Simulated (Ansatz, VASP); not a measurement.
**One calculation of Ni, two programs**

INCAR

```
SYSTEM = Ni
PREC     = Accurate       ! precision mode
ENCUT    = 520            ! plane-wave cutoff, eV
EDIFF    = 1E-6           ! SCF threshold, eV
ISMEAR   = -1             ! smearing method
SIGMA    = 0.05           ! smearing width, eV
LREAL    = .False.        ! projectors in reciprocal space
LASPH    = .True.         ! aspherical terms in the spheres
NELM     = 150            ! most SCF steps
ALGO     = Normal         ! electronic algorithm
ISIF     = 2              ! what is computed and relaxed
LWAVE    = .False.        ! write WAVECAR
LCHARG   = .False.        ! write CHGCAR
ISPIN    = 2              ! spin polarisation
MAGMOM   = 0.8 -0.8       ! initial moments
LORBIT   = 11             ! projections on sites
LMAXMIX  = 4              ! l up to which the mixer works
GGA      = PE             ! functional
NBANDS   = 21             ! bands
```

The input KPOINTS:

```
regular mesh
0
Gamma
  19 19 19
  0 0 0
```

POSCAR

```
Ni
1.0
    0.0000000000      2.3241357468      2.3241357468
    2.3241357468      0.0000000000      2.3241357468
    2.3241357468      2.3241357468      0.0000000000
Ni
2
Direct
    0.0000000000      0.0000000000      0.0000000000
    0.5000000000      0.5000000000      0.5000000000
```

Input for Ansatz:

```yaml
crystal:
  lattice:
    - [0.0, 2.3241357468, 2.3241357468]
    - [2.3241357468, 0.0, 2.3241357468]
    - [2.3241357468, 2.3241357468, 0.0]
  atoms:
    - { symbol: Ni, position: [0.0, 0.0, 0.0], spin: 0.8 }
    - { symbol: Ni, position: [0.5, 0.5, 0.5], spin: -0.8 }
hamiltonian:
  xc: pbe
  pseudopotentials:
    kind: paw
    azcp:
      Ni: "pseudopotentials/Ni.paw.azcp"
basis:
  ecutwfc: 420
  fft_grid_basis: typed
kpoints:
  mp_grid: { grid: [19, 19, 19], shift: [0, 0, 0] }
magnetization:
  spin_polarized: true
scf:
  occupations: { method: fermi_dirac, width: 0.05 }
```

Alike in both runs: task single point; functional PBE; k mesh 19 × 19 × 19; occupations fermi-dirac, width 0.05 eV; collinear spin.

|  | VASP | Ansatz |
| --- | --- | --- |
| version | VASP 6.6.1 | Ansatz 0.2.0 |
| potentials or method | VASP PAW PBE potentials, release 64 (Ni), cutoff 520 eV | plane waves (420 eV) with PAW, scalar-relativistic |
| valence electrons in the cell | 20 | 36 |

```tsv
	VASP	Ansatz	Ansatz less VASP
net moment per atom (μB)	0.00	0.55	+0.554
size of the moment on the site where the two differ most (μB)	0.00	0.57	+0.569
```

The net moments are unlike, so the other rows may belong to different states. Site moments also hang on the region over which each program counts them. VASP's potentials hold 20 valence electrons a cell and Ansatz's 36, so a difference there can come from the potentials and not from the codes. Ansatz's warnings: seeded moment not kept.
